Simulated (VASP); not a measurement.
# W (Im-3m) in VASP: notebook, part 2 of 2

VASP 6.6.1. Earlier steps stand in the parts before.

## Step 3: Single point, PBE

The input, INCAR:

```
PREC     = Accurate       # precision mode
ENCUT    = 520            # plane-wave cutoff, eV
EDIFF    = 1E-6           # SCF threshold, eV
ISMEAR   = 0              # smearing method
SIGMA    = 0.15           # smearing width, eV
LREAL    = False          # projectors in reciprocal space
LASPH    = True           # aspherical terms in the spheres
NELM     = 80             # most SCF steps
ALGO     = Normal         # electronic algorithm
ISIF     = 2              # what is computed and relaxed
LWAVE    = False          # write WAVECAR
LCHARG   = False          # write CHGCAR
GGA      = PE             # functional
NBANDS   = 13             # bands
```

The input, KPOINTS:

```
Automatic mesh
0
Gamma
  24 24 24
```

The input, POSCAR:

```
W
1.0
   -1.5973000000      1.5973000000      1.5973000000
    1.5973000000     -1.5973000000      1.5973000000
    1.5973000000      1.5973000000     -1.5973000000
W
1
Direct
    0.0000000000      0.0000000000      0.0000000000
```

Potentials or basis: VASP PAW PBE potentials, release 64 (W_sv).

Launch:

```
> cat potpaw_PBE.64/W_sv/POTCAR > POTCAR
> mpirun -np 1 vasp_std > vasp.out
```

OUTCAR:

```text
PREC = Accurate
   ENCUT = 520
   EDIFF = 1E-6
   ISMEAR = 0
   LREAL = False
   LASPH = True
   NELM = 80
   ISIF = 2
   GGA = PE

 ion  position               nearest neighbor table
   1  0.000  0.000  0.000-

  LATTYP: Found a body centered cubic cell.
 ALAT       =     3.1946000000

  Lattice vectors:

 A1 = (  -1.5973000000,   1.5973000000,   1.5973000000)
 A2 = (   1.5973000000,  -1.5973000000,   1.5973000000)
 A3 = (   1.5973000000,   1.5973000000,  -1.5973000000)

Analysis of symmetry for initial positions (statically):
=====================================================================
 Subroutine PRICEL returns:
 Original cell was already a primitive cell.

 Routine SETGRP: Setting up the symmetry group for a
 body centered cubic supercell.

 Subroutine GETGRP returns: Found 48 space group operations
 (whereof 48 operations were pure point group operations)
 out of a pool of 48 trial point group operations.

The static configuration has the point symmetry O_h .

Analysis of symmetry for dynamics (positions and initial velocities):
=====================================================================
 Subroutine PRICEL returns:
 Original cell was already a primitive cell.

 Routine SETGRP: Setting up the symmetry group for a
 body centered cubic supercell.

 Subroutine GETGRP returns: Found 48 space group operations
 (whereof 48 operations were pure point group operations)
 out of a pool of 48 trial point group operations.

The dynamic configuration has the point symmetry O_h .

 Subroutine INISYM returns: Found 48 space group operations
 (whereof 48 operations are pure point group operations),
 and found     1 'primitive' translations

[... 111 lines left out ...]
     AMIX     =   0.40;   BMIX     =  1.00
     AMIX_MAG =   1.60;   BMIX_MAG =  1.00
  volume/ion in A,a.u.               =      16.30       110.01
  Fermi-wavevector in a.u.,A,eV,Ry     =   1.556125  2.940649 32.946829  2.421524
  Thomas-Fermi vector in A             =   2.659966
   LORBIT       =      0    0 simple, 1 ext, 2 COOP (PROOUT), +10 PAW based schemes
   GGA     = PE    functional components
   LHFCALC =     F    Hartree Fock is set to
   AEXX    =    0.0000 exact exchange contribution
   IVDW    =     0    specifies the selected vdW correction
   LEPSILON=     F    determine dielectric tensor
   LRPA    =     F    only Hartree local field effects (RPA)
 non-spin polarized calculation
 Gauss-broadening in eV      SIGMA  =   0.15
  energy-cutoff  :      520.00
  volume of cell :       16.30
 maximum number of plane-waves:       466
 NGX is ok and might be reduce to    24

 number of electron      14.0000002 magnetization

 Free energy of the ion-electron system (eV)
  ---------------------------------------------------
  ext. energy  EPLUGINS =         0.00000000
  ---------------------------------------------------
  free energy    TOTEN  =       -12.95730415 eV

  energy without entropy =      -12.95301440  energy(sigma->0) =      -12.95515928

 E-fermi :  11.0717     XC(G=0): -13.4835

 val. band max:       11.0667358174   @ k =   0.4583   0.0833   0.0000
 cond. band min:      11.0731507461   @ k =   0.5000   0.5000   0.2083
 fundamental gap:      0.0064149286
 Fermi energy:        11.0717122153

 k-point     1 :       0.0000    0.0000    0.0000
  band No.  band energies     occupation
      1     -63.1814      2.00000
      2     -26.7825      2.00000
      3     -26.7825      2.00000
      4     -26.7825      2.00000
      5       1.5615      2.00000
      6       9.8581      2.00000
      7       9.8581      2.00000
      8       9.8581      2.00000
      9      13.2368      0.00000
     10      13.2368      0.00000
     11      25.4960      0.00000
     12      25.4960      0.00000
     13      25.4960      0.00000
[... 354 lines left out ...]
  band No.  band energies     occupation
      1     -63.0630      2.00000
      2     -27.9449      2.00000
      3     -27.1706      2.00000
      4     -26.7967      2.00000
      5       5.0078      2.00000
      6       7.6293      2.00000
      7      11.3995      0.00200
      8      13.0992      0.00000
      9      14.1395      0.00000
     10      16.9765      0.00000
     11      21.6504      0.00000
     12      22.6124      0.00000
     13      27.5029      0.00000

 [... further k-points ...]
[... 5 lines left out ...]
  --------------------------------------------------------------------------------------
  -------------------------------------------------------------------------------------
  Total       -0.2626272     -0.2626272     -0.2626272     -0.0000000      0.0000000     -0.0000000
  in kB      -25.8125413    -25.8125413    -25.8125413     -0.0000000      0.0000000     -0.0000000
  external PRESSURE =     -25.8125413 kB  Pullay stress =       0.0000000 kB

 VOLUME and BASIS-vectors are now :
 -----------------------------------------------------------------------------
  energy-cutoff  :      520.00
  volume of cell :       16.30
      direct lattice vectors                 reciprocal lattice vectors
    -1.597300000  1.597300000  1.597300000     0.000000000  0.313028235  0.313028235
     1.597300000 -1.597300000  1.597300000     0.313028235  0.000000000  0.313028235
     1.597300000  1.597300000 -1.597300000     0.313028235  0.313028235  0.000000000

 POSITION                                       TOTAL-FORCE (eV/Angst)
 -----------------------------------------------------------------------------------
      0.00000      0.00000      0.00000         0.000000      0.000000      0.000000
 -----------------------------------------------------------------------------------
    total drift:                                0.000000      0.000000      0.000000

  FREE ENERGIE OF THE ION-ELECTRON SYSTEM (eV)
  ---------------------------------------------------
  free  energy   TOTEN  =       -12.9573041498 eV

  energy  without entropy=      -12.9530144011  energy(sigma->0) =      -12.95515928
```

OSZICAR:

```text
N       E                     dE             d eps       ncg     rms          rms(c)
DAV:   1     0.844661938152E+02    0.84466E+02   -0.74815E+03 10788   0.122E+03
DAV:   2    -0.119621916634E+02   -0.96428E+02   -0.92627E+02 12078   0.315E+02
DAV:   3    -0.135924737272E+02   -0.16303E+01   -0.16243E+01 11713   0.398E+01
DAV:   4    -0.135992915126E+02   -0.68178E-02   -0.68175E-02 11898   0.284E+00
DAV:   5    -0.135993496451E+02   -0.58133E-04   -0.58132E-04 11953   0.248E-01    0.199E+01
DAV:   6    -0.130907830831E+02    0.50857E+00   -0.43521E-01 11188   0.877E+00    0.776E+00
DAV:   7    -0.129613989599E+02    0.12938E+00   -0.22078E-01 11888   0.593E+00    0.699E-01
DAV:   8    -0.129573167103E+02    0.40822E-02   -0.42312E-03 10943   0.837E-01    0.766E-02
DAV:   9    -0.129573097805E+02    0.69298E-05   -0.91819E-05 12419   0.118E-01    0.473E-02
DAV:  10    -0.129573034865E+02    0.62940E-05   -0.13424E-05 11408   0.506E-02    0.729E-03
DAV:  11    -0.129573041498E+02   -0.66334E-06   -0.25033E-07  7579   0.595E-03
   1 F= -.12957304E+02 E0= -.12955159E+02  d E =-.428975E-02
```

Wall time 71 s (1 thread of AMD EPYC 7R13 (Zen 3), shared host); peak memory 0.18 GiB.

What came out:

```yaml
Free_energy: -12.9573 eV
Pressure: -2.6 GPa
Band_gap_on_the_k_mesh: zero (band 7 reaches 16.01 eV, above the bottom of band 8 at 9.86 eV)
```

Levels at points of the mesh, in eV from the Fermi level:
```
           k point  band 3  band 4  band 5  band 6  band 7  band 8  band 9  band 10  band 11  band 12
(0.00, 0.00, 0.00)  -37.85  -37.85   -9.51   -1.21   -1.21   -1.21    2.17     2.17    14.42    14.42
(0.50, 0.00, 0.00)  -38.24  -37.86   -6.13   -3.47    0.56    2.04    2.99     5.87    10.60    11.38
(0.50, 0.50, 0.50)  -38.68  -38.68   -5.64   -5.64    4.93    4.93    4.94     8.00     8.00     8.00
```

Caveat: spin-orbit coupling is left out, which moves the levels of the heavy elements.

## Step 4: Single point, PBE

This run uses another cell than the first one: it holds 8 atoms, not 1.

The input, INCAR:

```
ALGO     = Fast           # electronic algorithm
EDIFF    = 1E-7           # SCF threshold, eV
ENCUT    = 520            # plane-wave cutoff, eV
GGA      = PE             # functional
ISIF     = 2              # what is computed and relaxed
ISMEAR   = 0              # smearing method
LASPH    = T              # aspherical terms in the spheres
LCHARG   = T              # write CHGCAR
LELF     = T              # ELF
LREAL    = F              # projectors in reciprocal space
LVHAR    = T            
LWAVE    = F              # write WAVECAR
NBANDS   = 66             # bands
NELM     = 100            # most SCF steps
PREC     = Accurate       # precision mode
SIGMA    = 0.15           # smearing width, eV
```

The input, KPOINTS:

```
k-points
0
Gamma
  10 10 10
```

The input, POSCAR:

```
W
1.0
   -3.1946000000     -3.1946000000      3.1946000000
   -3.1946000000      3.1946000000     -3.1946000000
    3.1946000000     -3.1946000000     -3.1946000000
W
8
Direct
    0.5000000000      0.5000000000      0.5000000000
    0.0000000000      0.5000000000      0.5000000000
    0.5000000000      0.0000000000      0.5000000000
    0.0000000000      0.0000000000      0.5000000000
    0.5000000000      0.5000000000      0.0000000000
    0.0000000000      0.5000000000      0.0000000000
    0.5000000000      0.0000000000      0.0000000000
    0.0000000000      0.0000000000      0.0000000000
```

Launch:

```
> cat potpaw_PBE.64/W_sv/POTCAR > POTCAR
> mpirun -np 1 vasp_std > vasp.out
```

Run time: 19 min. Hardware: 1 thread of Oxide Virtual Turin-like, shared host; peak memory 0.39 GiB.

The run converged. Its results:

```yaml
Free_energy: -103.6754 eV
Pressure: -2.7 GPa
Band_gap_on_the_k_mesh: zero (band 56 reaches 11.63 eV, above the bottom of band 57 at 10.53 eV)
```

Levels at points of the mesh, in eV from the Fermi level:
```
           k point  band 52  band 53  band 54  band 55  band 56  band 57  band 58  band 59  band 60  band 61
(0.00, 0.00, 0.00)     0.54     0.54     0.54     0.54     0.54     2.03     2.03     2.03     2.03     2.03
(0.50, 0.00, 0.00)    -2.22    -1.84    -1.84    -0.71    -0.71     0.07     0.07     1.43     1.44     1.54
(0.50, 0.50, 0.50)    -0.56    -0.56    -0.56    -0.56    -0.56    -0.56    -0.56    -0.56    -0.56    -0.56
```

Caveat: spin-orbit coupling is left out, which moves the levels of the heavy elements.

## Step 5: Summary

```csv
cell,k mesh,gap on the mesh (eV),pressure (GPa)
"a = 2.767 Å, angles 109.5°, 1 atom",20 × 20 × 20,none,-2.7
"a = 2.767 Å, angles 109.5°, 1 atom",24 × 24 × 24,none,-2.6
"a = 5.533 Å, angles 109.5°, 8 atoms",10 × 10 × 10,none,-2.7
```

Alike in all rows: task single point; level PBE; potentials or basis VASP PAW PBE potentials, release 64 (W_sv); no spin polarisation; cutoff (eV) 520; smearing gaussian 0.15 eV.

Caveats: spin-orbit coupling is left out, which moves the levels of the heavy elements.

Total energies depend on the potentials used, so only differences within one code and one set of settings carry meaning.
